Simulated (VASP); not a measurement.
Here is a VASP 6.6.1 calculation.

File INCAR:

```
PREC     = Accurate       # precision mode
ENCUT    = 500            # plane-wave cutoff, eV
EDIFF    = 1E-6           # SCF threshold, eV
ISMEAR   = 0              # smearing method
SIGMA    = 0.1            # smearing width, eV
LREAL    = F              # projectors in reciprocal space
LASPH    = T              # aspherical terms in the spheres
NELM     = 120            # most SCF steps
ALGO     = Normal         # electronic algorithm
ISIF     = 2              # what is computed and relaxed
LWAVE    = F              # write WAVECAR
LCHARG   = T              # write CHGCAR
GGA      = PE             # functional
LELF     = T              # ELF
LVHAR    = T            
NBANDS   = 24             # bands
GGA_COMPAT= F
```

Contents of KPOINTS:

```
regular mesh
0
Gamma
  4 4 6
```

Contents of POSCAR:

```
WS3
1.0
    4.4621633539      0.0000000000      0.0000000000
    0.0000000000      4.4621633539      0.0000000000
    0.0000000000      0.0000000000      2.9353945163
W S
1 3
Direct
    0.0000000000      0.0000000000      0.0000000000
    0.0000000000      0.5000000000      0.5000000000
    0.5000000000      0.0000000000      0.5000000000
    0.5000000000      0.5000000000      0.0000000000
```

Potentials or basis: VASP PAW PBE potentials, release 64 (W_sv, S).

Run with:

```console
$ cat potpaw_PBE.64/W_sv/POTCAR potpaw_PBE.64/S/POTCAR > POTCAR
$ mpirun -np 1 vasp_std > vasp.out
```

Task: Predict the pressure.

Result: 0.0 GPa.

Task: Predict the band gap on the k mesh.

Result: Zero (band 16 reaches 10.85 eV, above the bottom of band 17 at 9.31 eV).

Stress tensor (GPa, compression positive):
```
-0.01  0.00  0.00
 0.00 -0.01  0.00
 0.00  0.00 -0.09
```

Caveat: spin-orbit coupling is left out, which moves the levels of the heavy elements.
